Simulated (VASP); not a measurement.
# WS2 in VASP: further runs, part 2 of 2

VASP 6.6.1. The steps go on from the part before.

## Step 4: Single point, PBEsol (engineering shear strain xz +0.0000, engineering shear strain yz -0.0467)

INCAR reads:

```
ALGO = Normal ; EDIFF = 1E-7
ENCUT = 520 ; GGA = PS
ISIF = 2 ; ISMEAR = 0
LASPH = True ; LCHARG = False
LREAL = False ; LWAVE = False
NBANDS = 35 ; NELM = 80
PREC = Accurate ; SIGMA = 0.05
```

KPOINTS reads:

```
k-points
0
Gamma
  12 12 2
```

POSCAR reads:

```
WS2
1.0
    3.1462408358      0.0000000000      0.0000000000
   -1.5731204179      2.7247244902     -0.0636223168
    0.0000000000     -0.2964668872     12.6966546967
W S
2 4
Direct
    0.3426615282      0.6853230563      0.2492484172
    0.6573384718      0.3146769437      0.7507515828
    0.3108114364      0.6216228729      0.6272488191
    0.6629067389      0.3258134778      0.1257274549
    0.3370932611      0.6741865222      0.8742725451
    0.6891885636      0.3783771271      0.3727511809
```

Potentials or basis: VASP PAW PBE potentials, release 64 (W_sv, S).

Command:

```bash
$ cat potpaw_PBE.64/W_sv/POTCAR potpaw_PBE.64/S/POTCAR > POTCAR
$ mpirun -np 1 vasp_std > vasp.out
```

OUTCAR:

```text
EDIFF = 1E-7
   ENCUT = 520
   GGA = PS
   ISIF = 2
   ISMEAR = 0
   LASPH = True
   LREAL = False
   NELM = 80
   PREC = Accurate

 ion  position               nearest neighbor table
   1  0.343  0.685  0.249-   6 2.40   4 2.40   4 2.40   6 2.40   6 2.40   4 2.40
   2  0.657  0.315  0.751-   3 2.40   5 2.40   5 2.40   3 2.40   3 2.40   5 2.40
   3  0.311  0.622  0.627-   2 2.40   2 2.40   2 2.40
   4  0.663  0.326  0.126-   1 2.40   1 2.40   1 2.40
   5  0.337  0.674  0.874-   2 2.40   2 2.40   2 2.40
   6  0.689  0.378  0.373-   1 2.40   1 2.40   1 2.40

  LATTYP: Found a base centered monoclinic cell.
 ALAT       =     5.4509343591
 B/A-ratio  =     0.5771929413
 C/A-ratio  =     2.3298969753
 COS(beta)  =    -0.0466745520

  Lattice vectors:

 A1 = (   1.5731204179,   2.7247244902,  -0.0636223168)
 A2 = (  -1.5731204179,   2.7247244902,  -0.0636223168)
 A3 = (   0.0000000000,  -0.2964668872,  12.6966546967)

Analysis of symmetry for initial positions (statically):
[... 178 lines left out ...]

  energy without entropy =      -50.54696470  energy(sigma->0) =      -50.54696470

 E-fermi :   7.1822     XC(G=0): -10.9435

 val. band max:        6.9834334029   @ k =   0.0000   0.0000   0.0000
 cond. band min:       8.0909172705   @ k =  -0.3333   0.1667  -0.0000
 fundamental gap:      1.1074838677
 Fermi energy:         7.1821727336

 k-point     1 :       0.0000    0.0000    0.0000
  band No.  band energies     occupation
      1     -67.4486      2.00000
      2     -67.4486      2.00000
      3     -31.7267      2.00000
      4     -31.7267      2.00000
      5     -31.5333      2.00000
      6     -31.5333      2.00000
[... 901 lines left out ...]
     34      11.7756      0.00000
     35      12.2147      0.00000

 [... further k-points ...]

------------------------ aborting loop because EDIFF is reached ----------------------------------------

  FORCE on cell =-STRESS in cart. coord.  units (eV):
  Direction    XX          YY          ZZ          XY          YZ          ZX
  --------------------------------------------------------------------------------------
  -------------------------------------------------------------------------------------
  Total        0.1122142      0.0492875      0.2201754      0.0000000      0.2773495      0.0000000
  in kB        1.6526897      0.7259065      3.2427419      0.0000000      4.0848015      0.0000000
  external PRESSURE =       1.8737794 kB  Pullay stress =       0.0000000 kB

 VOLUME and BASIS-vectors are now :
 -----------------------------------------------------------------------------
  energy-cutoff  :      520.00
  volume of cell :      108.78
      direct lattice vectors                 reciprocal lattice vectors
     3.146240836  0.000000000  0.000000000     0.317839623  0.183604897  0.004287174
    -1.573120418  2.724724490 -0.063622317     0.000000000  0.367209794  0.008574349
     0.000000000 -0.296466887 12.696654697     0.000000000  0.001840070  0.078803870

 POSITION                                       TOTAL-FORCE (eV/Angst)
 -----------------------------------------------------------------------------------
      0.00000      1.79342      3.12102         0.000000      0.005723     -0.001207
      1.57312      0.63483      9.51201        -0.000000     -0.005723      0.001207
     -0.00000      1.50779      7.92441         0.000000      0.001640     -0.020695
      1.57312      0.85048      1.57559         0.000000     -0.006122     -0.022285
      0.00000      1.57778     11.05744         0.000000      0.006122      0.022285
      1.57312      0.92047      4.70862         0.000000     -0.001640      0.020695
 -----------------------------------------------------------------------------------
    total drift:                                0.000000      0.000000     -0.000000

  FREE ENERGIE OF THE ION-ELECTRON SYSTEM (eV)
  ---------------------------------------------------
  free  energy   TOTEN  =       -50.5469647002 eV

  energy  without entropy=      -50.5469647002  energy(sigma->0) =      -50.54696470
```

OSZICAR:

```text
N       E                     dE             d eps       ncg     rms          rms(c)
DAV:   1     0.510381716364E+03    0.51038E+03   -0.28340E+04  6572   0.148E+03
DAV:   2    -0.203907258652E+02   -0.53077E+03   -0.51242E+03  6985   0.409E+02
DAV:   3    -0.523321515077E+02   -0.31941E+02   -0.31435E+02  7468   0.959E+01
DAV:   4    -0.531010029979E+02   -0.76885E+00   -0.76560E+00  7263   0.156E+01
DAV:   5    -0.531170129043E+02   -0.16010E-01   -0.16001E-01  7363   0.238E+00    0.397E+01
DAV:   6    -0.509219900320E+02    0.21950E+01   -0.72350E+00  6877   0.182E+01    0.166E+01
DAV:   7    -0.506855842888E+02    0.23641E+00   -0.24015E+00  6568   0.785E+00    0.646E+00
DAV:   8    -0.505489703364E+02    0.13661E+00   -0.37919E-01  6893   0.419E+00    0.206E+00
DAV:   9    -0.505497276046E+02   -0.75727E-03   -0.48724E-02  7523   0.111E+00    0.113E+00
DAV:  10    -0.505474856007E+02    0.22420E-02   -0.24901E-02  7175   0.102E+00    0.438E-01
DAV:  11    -0.505469622275E+02    0.52337E-03   -0.42264E-03  6618   0.399E-01    0.173E-01
DAV:  12    -0.505469459614E+02    0.16266E-04   -0.17377E-04  6855   0.781E-02    0.612E-02
DAV:  13    -0.505469618107E+02   -0.15849E-04   -0.22524E-05  7143   0.277E-02    0.429E-02
DAV:  14    -0.505469652836E+02   -0.34729E-05   -0.16054E-05  7035   0.225E-02    0.275E-02
DAV:  15    -0.505469645688E+02    0.71478E-06   -0.33111E-06  6959   0.126E-02    0.115E-02
DAV:  16    -0.505469646736E+02   -0.10476E-06   -0.93534E-07  6473   0.384E-03    0.240E-03
DAV:  17    -0.505469647002E+02   -0.26635E-07   -0.83531E-08  3900   0.143E-03
   1 F= -.50546965E+02 E0= -.50546965E+02  d E =-.134777E-10
```

Run time: 7.7 min. Hardware: 1 thread of Oxide Virtual Turin-like, shared host; peak memory 0.36 GiB.

What came out:

```
Free energy            : -50.5470 eV
Pressure               : 0.2 GPa
Largest force          : 0.023 eV/Å
Band gap on the k mesh : 1.11 eV (least direct gap 1.87 eV)
```

Forces on the atoms (eV/Å):
```
W    0.000  0.006 -0.001
W    0.000 -0.006  0.001
S    0.000  0.002 -0.021
S    0.000 -0.006 -0.022
S    0.000  0.006  0.022
S    0.000 -0.002  0.021
```

Stress tensor (GPa, compression positive):
```
0.17 0.00 0.00
0.00 0.07 0.41
0.00 0.41 0.32
```

Levels at points of the mesh, in eV from the valence-band top:
| k point | band 24 | band 25 | band 26 | band 27 | band 28 | band 29 |
| --- | --- | --- | --- | --- | --- | --- |
| (0.00, 0.00, 0.00) | -1.64 | -1.13 | 0.00 | 2.44 | 2.45 | 2.45 |
| (0.50, 0.00, 0.00) | -1.67 | -1.59 | -1.45 | 2.46 | 2.49 | 2.75 |
| (0.00, 0.50, 0.00) | -1.65 | -1.53 | -1.47 | 2.46 | 2.49 | 2.72 |
| (0.00, 0.00, 0.50) | -2.09 | -0.34 | -0.32 | 2.43 | 2.43 | 2.47 |
| (0.50, 0.00, 0.50) | -1.72 | -1.54 | -1.47 | 2.47 | 2.48 | 2.87 |
| (0.00, 0.50, 0.50) | -1.72 | -1.60 | -1.42 | 2.47 | 2.48 | 2.85 |

Caveat: the cell differs from its parent crystal (engineering shear strain xz +0.0000, engineering shear strain yz -0.0467); the PAW data sets were made with another functional, which shifts forces and pressure a little; spin-orbit coupling is left out, which moves the levels of the heavy elements; this functional lacks dispersion, which binds layers or chains, so the pressure and a relaxed spacing across them are unreliable.

## Step 5: The runs side by side

```csv
cell,gap on the mesh (eV),pressure (GPa),largest force (eV/Å)
"a = 3.154, b = 3.147, c = 12.759 Å, angles 92.9, 98.0, 119.8°, 6 atoms, atomic positions A",1.04,0.0,0.02
"a = 3.146, b = 3.149, c = 12.710 Å, angles 94.6, 90.0, 120.0°, 6 atoms, atomic positions B",1.09,0.2,0.01
"a = 3.146, b = 3.147, c = 12.700 Å, angles 92.3, 90.0, 120.0°, 6 atoms, atomic positions C",1.11,0.2,0.02
```

Alike in all rows: task single point; level PBEsol; potentials or basis VASP PAW PBE potentials, release 64 (W_sv, S); no spin polarisation; k mesh 12 × 12 × 2; cutoff (eV) 520; smearing gaussian 0.05 eV.

Caveats: the PAW data sets were made with another functional, which shifts forces and pressure a little; spin-orbit coupling is left out, which moves the levels of the heavy elements; this functional lacks dispersion, which binds layers or chains, so the pressure and a relaxed spacing across them are unreliable (at least some runs).

Total energies depend on the potentials used, so only differences within one code and one set of settings carry meaning.
